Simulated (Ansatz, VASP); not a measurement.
## Ti: VASP beside Ansatz

Contents of INCAR:

```
PREC     = Accurate       # precision mode
ENCUT    = 520            # plane-wave cutoff, eV
EDIFF    = 1E-8           # SCF threshold, eV
ISMEAR   = -1             # smearing method
SIGMA    = 0.05           # smearing width, eV
LREAL    = F              # projectors in reciprocal space
LASPH    = T              # aspherical terms in the spheres
NELM     = 60             # most SCF steps
ALGO     = Normal         # electronic algorithm
ISIF     = 2              # what is computed and relaxed
LWAVE    = F              # write WAVECAR
LCHARG   = F              # write CHGCAR
GGA      = PS             # functional
LEFG     = T            
NBANDS   = 19             # bands
```

KPOINTS

```
regular mesh
0
Gamma
  14 14 8
```

Contents of POSCAR:

```
Ti
1.0
    3.0089978176      0.0000000000      0.0000000000
   -1.5044989088      2.6058685500      0.0000000000
    0.0000000000      0.0000000000      4.6860000000
Ti
2
Direct
    0.3333333333      0.6666666667      0.2500000000
    0.6666666667      0.3333333333      0.7500000000
```

Input for Ansatz:

```yaml
crystal:
  lattice:
    - [3.0089978176, 0.0, 0.0]
    - [-1.5044989088, 2.60586855, 0.0]
    - [0.0, 0.0, 4.686]
  atoms:
    - { symbol: Ti, position: [0.3333333333, 0.6666666667, 0.25] }
    - { symbol: Ti, position: [0.6666666667, 0.3333333333, 0.75] }
kpoints:
  mp_grid: { grid: [14, 14, 8] }
scf:
  occupations: { method: fermi_dirac, width: 0.05 }
hamiltonian:
  xc: pbesol
  pseudopotentials: { kind: all_electron, datasets: crystal }
output:
  forces: true
  stress: true
  eigenvalues: true
  efg: { contact_densities: true }
```

Change from the starting cell: equal xx and yy strain of +2 %, crystal datasets.

Alike in both runs: task electric field gradients; functional PBEsol; k mesh 14 × 14 × 8; occupations fermi-dirac, width 0.05 eV; no spin polarisation.

|  | VASP | Ansatz |
| --- | --- | --- |
| version | VASP 6.6.1 | Ansatz 0.2.0 |
| potentials or method | VASP PAW PBE potentials, release 64 (Ti_sv), cutoff 520 eV | all-electron PAW with datasets made for the crystal, scalar-relativistic |

|  | VASP | Ansatz | Ansatz less VASP |
| --- | --- | --- | --- |
| pressure (GPa) | -9.6 | -9.4 | +0.15 |
| traceless stress, the component that is largest in VASP (GPa) | 0.86 | 0.88 | +0.013 |
| size of Vzz on the site where it differs most (V/Å²) | 18.3 | 19.9 | +1.58 |

VASP's potentials were made for PBE, not for PBEsol. Ansatz ran all-electron here, and VASP with PAW potentials.
